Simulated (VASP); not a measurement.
A run of VASP 6.6.1:

The input INCAR:

```
SYSTEM = Zr3CdC
PREC = Accurate ; ENCUT = 520
EDIFF = 1E-6 ; ISMEAR = 0
SIGMA = 0.1 ; LREAL = .False.
LASPH = .True. ; NELM = 60
ALGO = Normal ; ISIF = 2
LWAVE = .False. ; LCHARG = .False.
GGA = PE ; NBANDS = 34
```

KPOINTS

```
Automatic mesh
0
Gamma
  4 4 4
  0 0 0
```

The input POSCAR:

```
Zr3CdC
1.0
    4.3362098700      0.0000000000      0.0000000000
    0.0000000000      4.3362098700      0.0000000000
    0.0000000000      0.0000000000      4.3362098700
Zr Cd C
3 1 1
Direct
    0.0000000000      0.5000000000      0.5000000000
    0.5000000000      0.0000000000      0.5000000000
    0.5000000000      0.5000000000      0.0000000000
    0.0000000000      0.0000000000      0.0000000000
    0.5000000000      0.5000000000      0.5000000000
```

Potentials or basis: VASP PAW PBE potentials, release 64 (Zr_sv, Cd, C).

Command:

```bash
$ cat potpaw_PBE.64/Zr_sv/POTCAR potpaw_PBE.64/Cd/POTCAR potpaw_PBE.64/C/POTCAR > POTCAR
$ mpirun -np 1 vasp_std > vasp.out
```

Hardware: 1 thread of Intel(R) Xeon(R) 6975P-C (Granite Rapids) (shared host).

Question: How long does it take, and how much memory?

Answer: Run time: 12 s on 1 thread of Intel(R) Xeon(R) 6975P-C (Granite Rapids) (shared host), peak memory 0.18 GiB. Counts: scf iterations 13, k points 10.
